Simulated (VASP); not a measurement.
Write the native input for VASP 6.6.1 that does the following.

```
Task                   : relaxation of cell and atoms
Functional             : PBEsol
Potentials or basis    : VASP PAW PBE potentials, release 64 (C, O)
Cutoff                 : 600 eV
k mesh                 : 8 × 8 × 8
Occupations            : gaussian, width 0.02 eV
Spin                   : no spin polarisation
Dipole correction      : no
Further INCAR settings : ALGO = Normal; EDIFF = 1e-07; IBRION = 2; EDIFFG = -0.01; NSW = 50; ISIF = 3
```

The structure of CO2 lies in POSCAR:

```
CO2
1.0
    0.0000000000      2.2750000000      2.2750000000
    2.2750000000      0.0000000000      2.2750000000
    2.2750000000      2.2750000000      0.0000000000
C O
1 2
Direct
    0.0000000000      0.0000000000      0.0000000000
    0.2500000000      0.2500000000      0.2500000000
    0.7500000000      0.7500000000      0.7500000000
```

One way to write it, as run:

INCAR

```
SYSTEM = CO2
ALGO     = Normal         ! electronic algorithm
EDIFF    = 1E-7           ! SCF threshold, eV
EDIFFG   = -0.01          ! ionic threshold
ENCUT    = 600            ! plane-wave cutoff, eV
GGA      = PS             ! functional
GGA_COMPAT= .FALSE.      
IBRION   = 2              ! ionic algorithm
ISIF     = 3              ! what is computed and relaxed
ISMEAR   = 0              ! smearing method
LASPH    = .TRUE.         ! aspherical terms in the spheres
LCHARG   = .FALSE.        ! write CHGCAR
LREAL    = .FALSE.        ! projectors in reciprocal space
LWAVE    = .FALSE.        ! write WAVECAR
NELM     = 120            ! most SCF steps
NELMIN   = 4            
NSW      = 50             ! ionic steps
PREC     = Accurate       ! precision mode
SIGMA    = 0.02           ! smearing width, eV
```

KPOINTS

```
k-points
0
G
  8 8 8
  0 0 0
```

Potentials or basis: VASP PAW PBE potentials, release 64 (C, O).

Run with:

```bash
$ cat potpaw_PBE.64/C/POTCAR potpaw_PBE.64/O/POTCAR > POTCAR
$ mpirun -np 1 vasp_std > vasp.out
```

It gave:

* Relaxed volume: 7.22 Å³/atom
* Relaxed cell: a = 3.129 Å, b = 3.129 Å, c = 3.129 Å, α = 60.00°, β = 60.00°, γ = 60.00°
* Space group after relaxing (to 0.1 Å): Fm-3m (No. 225)
* Energy gained by relaxing: 28.7 meV/atom
* Ionic steps: 3
* Pressure after relaxing: 0.2 GPa
* Band gap on the k mesh: zero (bands 8 and 9 overlap by 3.24 eV)

Caveat: the PAW data sets were made with another functional, which shifts forces and pressure a little.

Wall time 26 s on 1 thread of Intel Xeon 8259CL (shared host), peak memory 0.15 GiB.
